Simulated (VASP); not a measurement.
Wanted: the native input for a VASP 6.6.1 run.

```
Task                   : single point
Functional             : PBEsol
Potentials or basis    : VASP PAW PBE potentials, release 64 (B, N)
Cutoff                 : 520 eV
k mesh                 : 9 × 9 × 6
Occupations            : gaussian, width 0.02 eV
Spin                   : no spin polarisation
Dipole correction      : no
Further INCAR settings : ALGO = Normal; EDIFF = 1e-06; NBANDS = 16
```

The structure of BN (sol2) lies in POSCAR:

```
BN
1.0
    2.5024521521      0.0000000000      0.0000000000
   -1.2512260761      2.1671871355      0.0000000000
    0.0000000000      0.0000000000      4.2102962900
B N
2 2
Direct
    0.3333333333      0.6666666667      0.0000745351
    0.6666666667      0.3333333333      0.5000745351
    0.3333333333      0.6666666667      0.3739254649
    0.6666666667      0.3333333333      0.8739254649
```

This cell differs from its parent crystal: strained cell.

These files were run (other wordings do the same):

INCAR

```
SYSTEM = BN
ALGO = Normal ; EDIFF = 1E-6
ENCUT = 520 ; GGA = PS
ISIF = 2 ; ISMEAR = 0
LASPH = .TRUE. ; LCHARG = .TRUE.
LELF = .TRUE. ; LREAL = .FALSE.
LVHAR = .TRUE. ; LWAVE = .FALSE.
NBANDS = 16 ; NELM = 80
PREC = Accurate ; SIGMA = 0.02
```

KPOINTS

```
k-points
0
G
  9 9 6
  0 0 0
```

Potentials or basis: VASP PAW PBE potentials, release 64 (B, N).

The run is started by

```console
$ cat potpaw_PBE.64/B/POTCAR potpaw_PBE.64/N/POTCAR > POTCAR
$ mpirun -np 1 vasp_std > vasp.out
```

It gave:

The pressure is 12.5 GPa and the largest force is 0.010 eV/Å. The band gap on the k mesh is 4.79 eV, indirect (least direct gap 8.18 eV).

Caveat: the cell differs from its parent crystal (strained cell); the PAW data sets were made with another functional, which shifts forces and pressure a little.

Wall time 9.9 s on 1 thread of Intel(R) Xeon(R) Platinum 8559C (Emerald Rapids), on a shared host, peak memory 0.13 GiB.
